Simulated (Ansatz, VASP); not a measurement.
**AgCl: VASP beside Ansatz**

```
CELL_PARAMETERS angstrom
3.39963 0.00000 0.00000
0.00000 3.39963 0.00000
0.00000 0.00000 3.43397
ATOMIC_POSITIONS crystal
Ag 0.00000 0.00000 0.00000
Cl 0.50000 0.50000 0.50000
```

Change from the starting cell: equal xx and yy strain of -1 %.

Alike in both runs: task single point; functional PBE; k mesh 9 × 9 × 9; occupations fermi-dirac, width 0.01 eV; no spin polarisation.

|  | VASP | Ansatz |
| --- | --- | --- |
| version | VASP 6.6.1 | Ansatz 0.2.0 |
| potentials or method | VASP PAW PBE potentials, release 64 (Ag, Cl), cutoff 520 eV | all-electron LAPW, scalar-relativistic |

Ansatz gave:

* gap on the k mesh at the Fermi level (eV): 0.60
* pressure (GPa): 0.9
* traceless stress, the component that is largest in VASP (GPa): -0.33

**Question.** Estimate VASP's values.

**Answer.** gap on the k mesh at the Fermi level (eV): 0.60; pressure (GPa): 0.7; traceless stress, the component that is largest in VASP (GPa): -0.33.

Ansatz ran all-electron here, and VASP with PAW potentials.
